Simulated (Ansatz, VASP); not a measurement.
Al2Au: VASP beside Ansatz

```
Al Au
1.0
     4.51017    0.00000    0.00000
    -2.25508    3.90592    0.00000
     0.00000    0.00000    3.09936
Al Au
2 1
Cartesian
  0.0000 2.6039 1.5497
  2.2551 1.3020 1.5497
  0.0000 0.0000 0.0000
```

Alike in both runs: functional PBE; k mesh 6 × 6 × 6; occupations gaussian, width 0.1 eV; no spin polarisation.

Ansatz relaxed the structure, and its values are those at the end. VASP's run is a single point on that final structure, the one shown.

|  | VASP | Ansatz |
| --- | --- | --- |
| version | VASP 6.6.1 | Ansatz 0.2.0 |
| potentials or method | VASP PAW PBE potentials, release 64 (Al, Au), cutoff 520 eV | scalar-relativistic, plane waves, PAW |
| valence electrons in the cell | 17 | 25 |

|  | VASP | Ansatz | Ansatz less VASP |
| --- | --- | --- | --- |
| gap on the k mesh at the Fermi level (eV) | none | none | - |
| pressure (GPa) | -0.2 | -0.1 | +0.06 |

A gap of «none» marks a metal or a gap that the smearing closes. With one functional, cell and mesh, what is left measures potentials, basis and numerics. VASP's potentials hold 17 valence electrons a cell and Ansatz's 25, so a difference there can come from the potentials and not from the codes.

Spin-orbit coupling is off throughout.
